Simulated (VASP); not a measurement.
**ZnSbO2: single point with PBE**

The system is ZnSbO2.

```
CELL_PARAMETERS angstrom
4.10995 0.00000 0.00000
-2.05498 3.55932 0.00000
0.00000 0.00000 4.13038
ATOMIC_POSITIONS crystal
Zn 0.66667 0.33333 0.50000
Sb 0.00000 0.00000 0.50000
O 0.33333 0.66667 0.18412
O 0.33333 0.66667 0.81588
```

- Program: VASP 6.6.1
- Task: single point
- Functional: PBE
- Potentials or basis: VASP PAW PBE potentials, release 64 (Zn, Sb, O)
- Cutoff: 520 eV
- k mesh: 6 × 6 × 4
- Occupations: gaussian, width 0.1 eV
- Spin: no spin polarisation

```
Pressure      : 16.4 GPa
Largest force : 2.501 eV/Å
```

Forces in eV/Å, atoms in the order of the input:
```
Zn   0.000  0.000  0.000
Sb   0.000  0.000  0.000
O    0.000  0.000 -2.501
O    0.000  0.000  2.501
```

Stress tensor (GPa, compression positive):
```
27.08  0.00  0.00
 0.00 27.08  0.00
 0.00  0.00 -5.00
```

Levels at points of the mesh, in eV from the Fermi level:
```csv
k point,band 11,band 12,band 13,band 14,band 15,band 16,band 17,band 18,band 19,band 20
"(0.00, 0.00, 0.00)",-5.18,-1.59,-1.59,-0.09,-0.09,0.02,2.45,3.92,5.05,6.91
"(0.50, 0.00, 0.00)",-4.69,-2.74,-2.73,-1.62,0.09,2.39,3.85,4.81,5.72,6.57
"(0.00, 0.00, 0.50)",-4.80,-2.46,-2.46,-2.29,0.30,0.30,1.77,3.44,6.28,7.72
"(0.50, 0.00, 0.50)",-4.93,-4.85,-4.07,-0.39,0.07,1.50,1.50,2.76,6.27,9.69
```

It took 22 s on 1 thread of Intel(R) Xeon(R) Platinum 8259CL CPU @ 2.50GHz (Skylake/Cascade Lake) (shared host), peak memory 0.19 GiB.

Caveat: the k points lie up to 0.38 Å⁻¹ apart; spin-orbit coupling is left out, which moves the levels of the heavy elements; an odd number of electrons without spin polarisation forces a metal; a magnetic or distorted state may lie lower.
